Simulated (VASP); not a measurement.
Sb2As3: relaxation of cell and atoms with PBE

The system is Sb2As3.

```
Sb As
1.0
     3.36635    1.94356    6.12725
    -3.36635    1.94356    6.12725
     0.00000   -3.88712    6.12725
Sb As
4 6
Direct
  0.85218 0.85218 0.85218
  0.64782 0.64782 0.64782
  0.14782 0.14782 0.14782
  0.35218 0.35218 0.35218
  0.05625 0.44375 0.75000
  0.75000 0.05625 0.44375
  0.44375 0.75000 0.05625
  0.94375 0.55625 0.25000
  0.25000 0.94375 0.55625
  0.55625 0.25000 0.94375
```

```
Program                : VASP 6.6.1
Task                   : relaxation of cell and atoms
Functional             : PBE
Potentials or basis    : VASP PAW PBE potentials, release 64 (Sb, As)
Cutoff                 : 600 eV
k mesh                 : 3 × 3 × 3
Occupations            : gaussian, width 0.1 eV
Spin                   : no spin polarisation
Dipole correction      : no
Further INCAR settings : ALGO = Normal; EDIFF = 1e-07; IBRION = 2; EDIFFG = -0.04; NSW = 90; ISIF = 3
```

```
Relaxed volume                        : 27.89 Å³/atom
Relaxed cell                          : a = 7.547 Å, b = 7.547 Å, c = 7.547 Å, α = 56.44°, β = 56.44°, γ = 56.44°
Space group after relaxing (to 0.1 Å) : R-3c (No. 167)
Energy gained by relaxing             : 126.1 meV/atom
Ionic steps                           : 28
Pressure after relaxing               : 0.1 GPa
Largest force after relaxing          : 0.029 eV/Å
Band gap on the k mesh                : zero (bands 25 and 26 overlap by 0.29 eV)
```

Forces in eV/Å, atoms in the order of the input:
```
Sb   0.000  0.000  0.000
Sb   0.000  0.000  0.000
Sb   0.000  0.000  0.000
Sb   0.000  0.000  0.000
As  -0.029  0.000  0.000
As   0.015 -0.025  0.000
As   0.015  0.025  0.000
As   0.029  0.000  0.000
As  -0.015  0.025  0.000
As  -0.015 -0.025  0.000
```

Stress tensor (GPa, compression positive):
```
 0.12  0.00  0.00
 0.00  0.12  0.00
 0.00  0.00 -0.09
```

Step by step:
```csv
step,energy change (eV),largest force (eV/Å),pressure (GPa),volume (Å³)
1,0.0000,0.4784,10.27,240.53
2,-0.8239,0.3808,-3.65,298.25
3,-1.0646,0.3876,-0.20,276.85
4,-1.0645,0.3874,-0.35,277.61
5,-1.1219,0.2794,-0.18,277.12
6,-1.1562,0.1067,0.18,276.41
7,-1.1563,0.1019,0.21,276.35
8,-1.1641,0.0965,-0.09,278.04
9,-1.1685,0.0837,-0.58,280.92
10,-1.1722,0.0875,-0.53,280.75
11,-1.1813,0.0982,-0.37,280.25
12,-1.1926,0.1193,-0.04,279.24
13,-1.1920,0.1765,0.71,277.18
14,-1.1960,0.1415,0.30,278.25
15,-1.2042,0.1244,0.15,279.28
16,-1.2226,0.0779,-0.32,282.38
17,-1.2167,0.0300,-1.20,288.65
18,-1.2282,0.0464,-0.70,284.95
19,-1.2332,0.0547,-0.63,284.71
20,-1.2431,0.0783,-0.40,284.00
21,-1.2439,0.1103,0.12,282.58
22,-1.2457,0.1022,-0.08,283.08
23,-1.2459,0.0949,-0.20,283.40
24,-1.2481,0.0939,-0.14,282.88
25,-1.2537,0.0892,0.03,281.31
26,-1.2577,0.0754,0.41,278.18
27,-1.2599,0.0503,0.29,278.41
28,-1.2612,0.0294,0.05,278.90
```

Final structure:
```
Sb As
1.0
     3.56845    2.06025    6.32257
    -3.56845    2.06025    6.32257
     0.00000   -4.12049    6.32257
Sb As
4 6
Direct
  0.86005 0.86005 0.86005
  0.63995 0.63995 0.63995
  0.13995 0.13995 0.13995
  0.36005 0.36005 0.36005
  0.01793 0.48207 0.75000
  0.75000 0.01793 0.48207
  0.48207 0.75000 0.01793
  0.98207 0.51793 0.25000
  0.25000 0.98207 0.51793
  0.51793 0.25000 0.98207
```

Levels at points of the mesh, in eV from the Fermi level:
```
           k point  band 21  band 22  band 23  band 24  band 25  band 26  band 27  band 28  band 29  band 30
(0.00, 0.00, 0.00)    -1.18    -0.63    -0.25    -0.25    -0.19    -0.19     1.57     1.75     1.75     1.76
```

Wall time 36 min on 1 thread of Oxide Virtual Turin-like Processor, on a shared host, peak memory 0.5 GiB.

Caveat: the k points lie up to 0.36 Å⁻¹ apart in the final cell; the volume moved by over 15 % at a fixed basis, so the end points are rough; spin-orbit coupling is left out, which moves the levels of the heavy elements.
